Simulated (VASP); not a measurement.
Set up this calculation in VASP 6.6.1, as the native input.

```
Task                   : single point
Functional             : PBE
Potentials or basis    : VASP PAW PBE potentials, release 64 (In_d, Se)
Cutoff                 : 520 eV
k mesh                 : 7 × 7 × 7
Occupations            : fermi-dirac, width 0.01 eV
Spin                   : no spin polarisation
Dipole correction      : no
Further INCAR settings : ALGO = Normal; EDIFF = 1e-07; NBANDS = 27
```

The structure of InSe lies in POSCAR:

```
InSe
1.0
    1.9999996503      1.1547003365      8.4830034000
   -1.9999996503      1.1547003365      8.4830034000
    0.0000000000     -2.3094006730      8.4830034000
In Se
2 2
Direct
    0.0000000000      0.0000000000      0.0000000000
    0.1122000000      0.1122000000      0.1122000000
    0.6155000000      0.6155000000      0.6155000000
    0.8300000000      0.8300000000      0.8300000000
```

This cell differs from its parent crystal: zz strain of +2 %.

These files were run (other wordings do the same):

INCAR

```
SYSTEM = InSe
PREC = Accurate ; ENCUT = 520
EDIFF = 1E-7 ; ISMEAR = -1
SIGMA = 0.01 ; LREAL = .False.
LASPH = .True. ; NELM = 100
ALGO = Normal ; ISIF = 2
LWAVE = .False. ; LCHARG = .False.
GGA = PE ; NBANDS = 27
```

KPOINTS

```
regular mesh
0
Gamma
  7 7 7
  0 0 0
```

Potentials or basis: VASP PAW PBE potentials, release 64 (In_d, Se).

Run with:

```bash
$ cat potpaw_PBE.64/In_d/POTCAR potpaw_PBE.64/Se/POTCAR > POTCAR
$ mpirun -np 1 vasp_std > vasp.out
```

Results of the run:

- Pressure: 1.9 GPa
- Largest force: 0.311 eV/Å
- Band gap on the k mesh: 0.76 eV (least direct gap 0.78 eV)

Caveat: the cell differs from its parent crystal (zz strain of +2 %); spin-orbit coupling is left out, which moves the levels of the heavy elements; an odd mesh through Γ misses points on the zone boundary, where band edges can lie.

It took 7.4 min on 1 thread of Intel(R) Xeon(R) Platinum 8488C (Sapphire Rapids), with other jobs on the host, peak memory 0.68 GiB.
